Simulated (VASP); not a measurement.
Set up this calculation in VASP 6.6.1, as the native input.

```
Task                   : single point
Functional             : r2SCAN
Potentials or basis    : VASP PAW PBE potentials, release 64 (Ba_sv, Ti_sv, O)
Cutoff                 : 520 eV
k mesh                 : 6 × 6 × 6
Occupations            : gaussian, width 0.05 eV
Spin                   : no spin polarisation
Hubbard terms          : Ti d U = 4.0 eV
Dipole correction      : no
Further INCAR settings : ALGO = Normal; EDIFF = 1e-06; NBANDS = 28
```

BaTiO3:

```
CELL_PARAMETERS angstrom
4.07505 0.00000 0.00000
0.00000 2.89933 2.84801
0.00000 -2.89933 2.84801
ATOMIC_POSITIONS crystal
Ba 0.00000 0.00441 0.00441
Ti 0.50000 0.51358 0.51358
O 0.00000 0.49471 0.49471
O 0.50000 0.49543 0.98809
O 0.50000 0.98809 0.49543
```

This cell differs from its parent crystal: strain +0.0200 x Voigt [1, 1, 0, 0, 0, 0].

These files were run (other wordings do the same):

POSCAR

```
BaTiO3
1.0
    4.0750469044      0.0000000000      0.0000000000
    0.0000000000      2.8993262620      2.8480072467
    0.0000000000     -2.8993262620      2.8480072467
Ba Ti O
1 1 3
Direct
    0.0000000000      0.0044061013      0.0044061013
    0.5000000000      0.5135753574      0.5135753574
    0.0000000000      0.4947134011      0.4947134011
    0.5000000000      0.4954342955      0.9880908446
    0.5000000000      0.9880908446      0.4954342955
```

INCAR.step1

```
SYSTEM = BaTiO3
  PREC = Accurate
  ENCUT = 520
  ISMEAR = 0
  SIGMA = 0.05
  LREAL = .False.
  LASPH = .True.
  NELM = 150
  LMAXMIX = 4
  LDAU = .True.
  LDAUTYPE = 2
  LDAUL = -1 2 -1
  LDAUU = 0 4 0
  LDAUJ = 0 0 0
  NBANDS = 28
  GGA = PE
  ALGO = Normal
  EDIFF = 1E-4
  LWAVE = .True.
  LCHARG = .False.
```

INCAR.step2

```
SYSTEM = BaTiO3
  PREC = Accurate
  ENCUT = 520
  EDIFF = 1E-6
  ISMEAR = 0
  SIGMA = 0.05
  LREAL = .False.
  LASPH = .True.
  NELM = 150
  ALGO = Normal
  ISIF = 2
  LWAVE = .False.
  LCHARG = .False.
  LMAXMIX = 4
  LDAU = .True.
  LDAUTYPE = 2
  LDAUL = -1 2 -1
  LDAUU = 0 4 0
  LDAUJ = 0 0 0
  LDAUPRINT = 1
  METAGGA = R2SCAN
  LMIXTAU = .True.
  NBANDS = 28
  ISTART = 1
```

KPOINTS

```
regular mesh
0
Gamma
  6 6 6
  0 0 0
```

Potentials or basis: VASP PAW PBE potentials, release 64 (Ba_sv, Ti_sv, O).

Run with:

```sh
$ cat potpaw_PBE.64/Ba_sv/POTCAR potpaw_PBE.64/Ti_sv/POTCAR potpaw_PBE.64/O/POTCAR > POTCAR
$ cp INCAR.step1 INCAR
$ mpirun -np 1 vasp_std > vasp.out
$ cp INCAR.step2 INCAR
$ mpirun -np 1 vasp_std > vasp.out
```

Results of the run:

```json
{"Pressure": "-3.1 GPa", "Largest force": "0.306 eV/Å", "Band gap on the k mesh": "2.70 eV (least direct gap 3.03 eV)"}
```

Caveat: the cell differs from its parent crystal (strain +0.0200 x Voigt [1, 1, 0, 0, 0, 0]); the cell stands under tension; the PAW data sets were made with another functional, which shifts forces and pressure a little; spin-orbit coupling is left out, which moves the levels of the heavy elements.

Wall time 2.1 min on 1 thread of Intel(R) Xeon(R) 6975P-C (Granite Rapids), with other jobs on the host, peak memory 0.23 GiB.
